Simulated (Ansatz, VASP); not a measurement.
Given: the input of a run of VASP 6.6.1 on WAu.

The input INCAR:

```
  PREC = Accurate
  ENCUT = 600
  EDIFF = 1E-7
  ISMEAR = -1
  SIGMA = 0.05
  LREAL = F
  LASPH = T
  NELM = 80
  ALGO = Normal
  ISIF = 3
  LWAVE = F
  LCHARG = F
  GGA = RE
  IVDW = 12
  IBRION = 2
  NSW = 60
  EDIFFG = -0.01
```

The input KPOINTS:

```
Automatic mesh
0
Gamma
  8 8 8
```

The input POSCAR:

```
WAu
1.0
    0.0000000000      2.9092100000      2.9092100000
    2.9092100000      0.0000000000      2.9092100000
    2.9092100000      2.9092100000      0.0000000000
W Au
1 1
Direct
    0.0000000000      0.0000000000      0.0000000000
    0.7500000000      0.7500000000      0.7500000000
```

Potentials or basis: VASP PAW PBE potentials, release 64 (W_sv, Au).

Launch:

```bash
$ cat potpaw_PBE.64/W_sv/POTCAR potpaw_PBE.64/Au/POTCAR > POTCAR
$ mpirun -np 1 vasp_std > vasp.out
```

Set up the same calculation for Ansatz 0.2.0. Potentials there: Ansatz PAW.

As run (the cutoff follows the program's own potentials):

The input input.yaml:

```yaml
crystal:
  lattice:
    - [0.0, 2.90921, 2.90921]
    - [2.90921, 0.0, 2.90921]
    - [2.90921, 2.90921, 0.0]
  atoms:
    - { symbol: W, position: [0.0, 0.0, 0.0] }
    - { symbol: Au, position: [0.75, 0.75, 0.75] }
hamiltonian:
  xc: revpbe
  pseudopotentials: { kind: paw }
  dispersion: d3bj
kpoints:
  mp_grid: { grid: [8, 8, 8] }
scf:
  occupations: { method: fermi_dirac, width: 0.05 }
output:
  forces: true
  stress: true
  eigenvalues: true
relax:
  f_tol: 0.01
  max_steps: 40
  cell: { stress_tol: 0.05 }
```

Potentials or basis: Ansatz PAW.

Run with:

```console
$ ansatz run input.yaml --threads 2 --pin off --max-ram 5632MiB --backend cpu --events-out ev --progress --plain --runs-dir out
```

Both were run:

|  | VASP | Ansatz | Ansatz less VASP |
| --- | --- | --- | --- |
| gap on the k mesh at the Fermi level, each at its own relaxed structure (eV) | none | none | - |
| relaxed volume (Å³/atom) | 23.70 | 23.68 | -0.022 |
| relaxed cell length with the largest relative difference (Å) | 4.062 | 4.061 | -0.0013 |

VASP's potentials were made for PBE, not for revPBE. A gap of «none» marks a metal or a gap that the smearing closes. VASP's potentials hold 25 valence electrons a cell and Ansatz's 33, so a difference there can come from the potentials and not from the codes.

Neither program's run includes spin-orbit coupling. Noted on Ansatz's run: the plane-wave basis is chosen anew once the cell has moved, so the energies of steps on either side of that aren't comparable.
